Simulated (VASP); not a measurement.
# LiAl32O48 (a cell with a defect): single point with PBE

System: LiAl32O48 (a cell with a defect).

```
Al O Li
1.0
     4.80788    2.77583    8.74841
    -4.80788    2.77583    8.74841
     0.00000   -5.55167    8.74841
Al O Li
32 48 1
Direct
  0.31464 0.33061 0.35085
  0.42810 0.43034 0.43035
  0.07104 0.07391 0.07659
  0.17333 0.17441 0.17709
  0.32101 0.32286 0.82413
  0.42764 0.44536 0.89847
  0.07299 0.07519 0.57483
  0.16988 0.17505 0.68530
  0.32307 0.82534 0.32477
  0.42355 0.92742 0.43006
  0.07226 0.57490 0.07579
  0.17477 0.67819 0.17656
  0.32239 0.82744 0.82521
  0.42546 0.92600 0.92844
  0.07019 0.57564 0.57804
  0.17538 0.67841 0.67511
  0.82474 0.32443 0.32338
  0.92567 0.42661 0.42710
  0.58826 0.05891 0.06501
  0.67445 0.17478 0.18247
  0.81883 0.32570 0.82667
  0.92373 0.42645 0.92756
  0.57306 0.07352 0.57682
  0.67682 0.17764 0.67321
  0.82375 0.82398 0.32470
  0.92498 0.92623 0.42783
  0.57165 0.57373 0.07570
  0.67671 0.67555 0.17449
  0.82422 0.82382 0.82295
  0.93030 0.92450 0.92456
  0.57779 0.57954 0.56424
  0.67515 0.67835 0.67616
  0.22243 0.03130 0.37461
  0.46967 0.12354 0.29614
  0.03028 0.37452 0.22150
  0.37738 0.21739 0.02841
  0.12212 0.28077 0.47629
  0.27684 0.47613 0.12560
  0.21949 0.02798 0.87923
  0.47184 0.12528 0.78028
  0.02477 0.37607 0.72537
  0.36945 0.22451 0.53949
  0.12332 0.27850 0.97320
  0.27632 0.47433 0.62700
  0.21880 0.53280 0.37860
  0.47145 0.62664 0.27905
  0.02597 0.87564 0.22328
  0.37394 0.72243 0.02970
  0.12386 0.77998 0.47313
  0.27697 0.97199 0.12689
  0.22172 0.52920 0.87497
  0.47103 0.63427 0.77141
  0.02924 0.87538 0.72178
  0.37480 0.72419 0.52718
  0.12519 0.77851 0.97258
  0.27457 0.97419 0.62834
  0.72159 0.02767 0.37791
  0.97099 0.12529 0.27907
  0.52434 0.37517 0.22744
  0.87102 0.22223 0.03072
  0.62547 0.27864 0.47268
  0.77695 0.47167 0.12583
  0.72620 0.02750 0.86913
  0.96818 0.12645 0.78128
  0.52767 0.37998 0.71605
  0.87529 0.22319 0.52779
  0.61411 0.28041 0.97437
  0.77534 0.47315 0.62595
  0.72374 0.52884 0.37203
  0.97105 0.62546 0.27927
  0.52872 0.87494 0.22186
  0.87481 0.72302 0.02800
  0.62534 0.77983 0.46991
  0.77586 0.97356 0.12434
  0.71784 0.52815 0.87710
  0.97056 0.62515 0.77970
  0.52641 0.87660 0.72334
  0.87369 0.72211 0.52996
  0.62481 0.77850 0.97252
  0.77750 0.97254 0.62541
  0.39286 0.27368 0.14488
```

| Quantity | Value |
| --- | --- |
| Program | VASP 6.6.1 |
| Task | single point |
| Functional | PBE |
| Potentials or basis | VASP PAW PBE potentials, release 64 (Al, O, Li_sv) |
| Cutoff | 520 eV |
| k mesh | 1 × 1 × 1 |
| Occupations | fermi-dirac, width 0.01 eV |
| Spin | no spin polarisation |
| Dipole correction | no |
| Charge | 1 |
| Further INCAR settings | LREAL = Auto; ALGO = Normal; EDIFF = 1e-06; NBANDS = 240; NELECT = 386.0 |

| Quantity | Value |
| --- | --- |
| Largest force | 0.890 eV/Å |

Forces on the atoms (eV/Å):
```
Al   0.053  0.065  0.095
Al   0.007  0.009  0.045
Al  -0.020  0.005 -0.047
Al  -0.006 -0.024 -0.074
Al   0.015  0.002  0.024
Al   0.004  0.018  0.135
Al   0.010  0.013 -0.004
Al  -0.013  0.033  0.011
Al  -0.004 -0.001 -0.007
Al   0.023 -0.005  0.020
Al  -0.003  0.008 -0.005
Al   0.009  0.000  0.021
Al  -0.009  0.005  0.009
Al  -0.004  0.013  0.013
Al   0.001  0.009  0.002
Al   0.014 -0.004  0.021
Al  -0.004  0.002  0.001
Al   0.018  0.000  0.029
Al   0.080  0.040 -0.027
Al  -0.096 -0.002 -0.045
Al  -0.008 -0.035 -0.002
Al   0.000 -0.001  0.008
Al   0.004  0.011 -0.002
Al  -0.004  0.020  0.011
Al  -0.018  0.025 -0.002
Al  -0.007  0.010  0.001
Al  -0.007  0.000  0.012
Al   0.005 -0.002  0.019
Al   0.006  0.015 -0.010
Al   0.013  0.015  0.011
Al   0.003  0.000  0.001
Al  -0.002  0.009  0.021
O   -0.003  0.016  0.011
O    0.076 -0.083  0.084
O    0.026  0.020  0.011
O    0.060  0.002 -0.161
O    0.014  0.053  0.023
O   -0.028  0.050  0.057
O   -0.012  0.010 -0.002
O   -0.003  0.005  0.009
O   -0.006  0.008  0.004
O    0.007  0.001  0.033
O   -0.004  0.002 -0.014
O    0.003 -0.001  0.027
O   -0.025  0.010  0.027
O   -0.006  0.007  0.030
O   -0.004  0.004 -0.005
O   -0.004  0.003  0.008
O   -0.005  0.003  0.011
O    0.005 -0.009 -0.017
O    0.021  0.006  0.030
O   -0.002  0.028  0.026
O    0.012  0.015  0.008
O    0.005  0.004  0.009
O    0.013  0.007  0.010
O   -0.006  0.007  0.001
O   -0.023  0.022 -0.005
O   -0.010  0.001 -0.004
O   -0.020 -0.014  0.095
O   -0.024 -0.009 -0.026
O    0.002  0.003  0.038
O    0.007  0.011  0.011
O    0.023  0.038 -0.006
O   -0.015  0.012  0.001
O    0.020 -0.013  0.042
O    0.012  0.014  0.016
O   -0.052 -0.124  0.029
O    0.011 -0.017  0.006
O    0.008  0.011  0.009
O    0.006  0.011  0.007
O    0.012  0.004  0.011
O    0.008  0.012  0.004
O    0.006  0.016  0.002
O    0.001  0.015 -0.018
O   -0.009 -0.005 -0.005
O    0.001  0.000  0.008
O   -0.002  0.009  0.014
O    0.001  0.005  0.007
O   -0.004  0.011  0.010
O    0.010  0.012  0.000
Li  -0.160 -0.442 -0.755
```

Levels at points of the mesh, in eV from the Fermi level:
```csv
k point,band 191,band 192,band 193,band 194,band 195,band 196
"(0.00, 0.00, 0.00)",-0.41,-0.39,-0.35,5.47,7.89,7.93
```

Run time: 12 min on 1 thread of Intel Xeon 8259CL, on a shared host, peak memory 0.95 GiB.

Caveat: the k points lie up to 0.79 Å⁻¹ apart; the cell carries a net charge on a neutralising background, which shifts energy and pressure; the cell is charged against a uniform background, so pressure and absolute levels hang on convention.
